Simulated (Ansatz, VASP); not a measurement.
# Two plane-wave programs on Si12Cl

```
Si Cl
1.0
     7.66669    0.00000    0.00000
     0.00000    5.42117    0.00000
     0.00000    0.00000   20.78776
Si Cl
12 1
Direct
  0.25000 0.00000 0.19242
  0.75000 0.00000 0.19242
  0.00000 0.25000 0.19242
  0.50000 0.25000 0.19242
  0.00000 0.50388 0.28220
  0.50000 0.50388 0.28220
  0.25000 0.74612 0.28220
  0.75000 0.74612 0.28220
  0.25000 0.00860 0.36982
  0.75000 0.00860 0.36982
  0.00000 0.24140 0.36982
  0.50000 0.24140 0.36982
  0.25000 0.34194 0.49008
```

Alike in both runs: task single point; functional PBE; dispersion D3(BJ); k mesh 4 × 5 × 1; occupations gaussian, width 0.05 eV; collinear spin.

|  | VASP | Ansatz |
| --- | --- | --- |
| version | VASP 6.6.1 | Ansatz 0.2.0 |
| potentials or method | VASP PAW PBE potentials, release 64 (Si, Cl), cutoff 400 eV | scalar-relativistic, plane waves, PAW |
| valence electrons in the cell | 55 | 55 |

```csv
,VASP,Ansatz,Ansatz less VASP
gap on the k mesh at the Fermi level (eV),none,none,-
rms of the force components (eV/Å),0.287,0.287,-0.0001
net moment per atom (μB),0.00,0.00,-0.001
```

Atom by atom the forces differ by 0.003 eV/Å (rms over components). A gap of «none» marks a metal or a gap that the smearing closes. Ansatz's warnings: seeded moment not kept.
